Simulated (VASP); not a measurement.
Here is a VASP 6.6.1 calculation.

INCAR

```
PREC     = Accurate       # precision mode
ENCUT    = 700            # plane-wave cutoff, eV
EDIFF    = 1E-6           # SCF threshold, eV
ISMEAR   = 0              # smearing method
SIGMA    = 0.01           # smearing width, eV
LREAL    = False          # projectors in reciprocal space
LASPH    = True           # aspherical terms in the spheres
NELM     = 120            # most SCF steps
ALGO     = Normal         # electronic algorithm
ISIF     = 2              # what is computed and relaxed
LWAVE    = False          # write WAVECAR
LCHARG   = False          # write CHGCAR
GGA      = PS             # functional
NBANDS   = 25             # bands
GGA_COMPAT= False
```

The input KPOINTS:

```
Automatic mesh
0
Gamma
  6 6 4
```

The input POSCAR:

```
CdH2O2
1.0
    3.4919351280      0.0000000000      0.0000000000
   -1.7459625976      3.0240962971      0.0000000000
    0.0000000000      0.0000000000      4.6118181215
Cd H O
1 2 2
Direct
    0.0000000000      0.0000000000      0.0000000000
    0.6666666667      0.3333333333      0.5509600000
    0.3333333333      0.6666666667      0.4490400000
    0.6666666667      0.3333333333      0.7593700000
    0.3333333333      0.6666666667      0.2406300000
```

Potentials or basis: VASP PAW PBE potentials, release 64 (Cd_sv_GW, H, O).

Command:

```bash
$ cat potpaw_PBE.64/Cd_sv_GW/POTCAR potpaw_PBE.64/H/POTCAR potpaw_PBE.64/O/POTCAR > POTCAR
$ mpirun -np 1 vasp_std > vasp.out
```

Problem. Predict the band gap on the k mesh.

Solution. 1.67 eV (least direct gap 2.02 eV).

Problem. What does it give for the largest force?

Solution. 0.971 eV/Å.

Problem. Estimate the pressure.

Solution. 1.8 GPa.

Stress tensor (GPa, compression positive):
```
0.06 0.00 0.00
0.00 0.06 0.00
0.00 0.00 5.34
```

Caveat: the stress differs along the axes, from 0 to 5 GPa; the PAW data sets were made with another functional, which shifts forces and pressure a little. A k mesh can miss the band edges.
